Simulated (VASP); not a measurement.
## Os: relaxation of cell and atoms with LDA

Os:

```xyz
4
Lattice="2.7047 0.0000 0.0000 -1.3524 2.3424 0.0000 0.0000 0.0000 8.8337" Properties=species:S:1:pos:R:3 pbc="T T T"
Os    0.0000    0.0000    0.0000
Os    0.0000    0.0000    4.4168
Os    0.0000    1.5616    2.2084
Os    1.3524    0.7808    6.6253
```

```
Program                : VASP 6.6.1
Task                   : relaxation of cell and atoms
Functional             : LDA
Potentials or basis    : VASP PAW LDA potentials, release 64 (Os)
Cutoff                 : 600 eV
k mesh                 : 13 × 13 × 4
Occupations            : fermi-dirac, width 0.1 eV
Spin                   : no spin polarisation
Dipole correction      : no
Further INCAR settings : ALGO = Normal; EDIFF = 1e-06; IBRION = 2; EDIFFG = -0.01; NSW = 80; ISIF = 3
```

The relaxed volume is 13.79 Å³/atom, the relaxed cell is a = 2.707 Å, b = 2.707 Å, c = 8.691 Å, α = 90.00°, β = 90.00°, γ = 120.00° and the space group after relaxing (to 0.1 Å) is P6_3/mmc (No. 194). The energy gained by relaxing is 9.1 meV/atom. The ionic steps are 6 and the pressure after relaxing is 0.0 GPa.

Step by step:
```csv
step,energy change (eV),largest force (eV/Å),pressure (GPa),volume (Å³)
1,0.0000,0.0000,-6.26,55.97
2,0.3914,0.0000,35.74,51.62
3,-0.0314,0.0000,1.21,55.01
4,-0.0315,0.0000,1.58,54.97
5,-0.0238,0.0000,-2.33,55.48
6,-0.0363,0.0000,-0.02,55.17
```

Final structure:
```
Os
1.0
     2.70725    0.00000    0.00000
    -1.35363    2.34455    0.00000
     0.00000    0.00000    8.69125
Os
4
Cartesian
  0.0000 0.0000 0.0000
  0.0000 0.0000 4.3456
  0.0000 1.5630 2.1728
  1.3536 0.7815 6.5184
```

Levels at points of the mesh, in eV from the Fermi level:
| k point | band 14 | band 15 | band 16 | band 17 | band 18 | band 19 |
| --- | --- | --- | --- | --- | --- | --- |
| (0.00, 0.00, 0.00) | -2.55 | -2.55 | -0.87 | -0.87 | -0.02 | 0.01 |
| (0.00, 0.00, 0.50) | -2.92 | -1.94 | -1.94 | -0.34 | -0.34 | -0.34 |

Wall time 11 min on 1 thread of Oxide Virtual Turin-like Processor, on a shared host, peak memory 0.18 GiB.

Caveat: the highest band is partly filled, so the run has too few bands; spin-orbit coupling is left out, which moves the levels of the heavy elements.
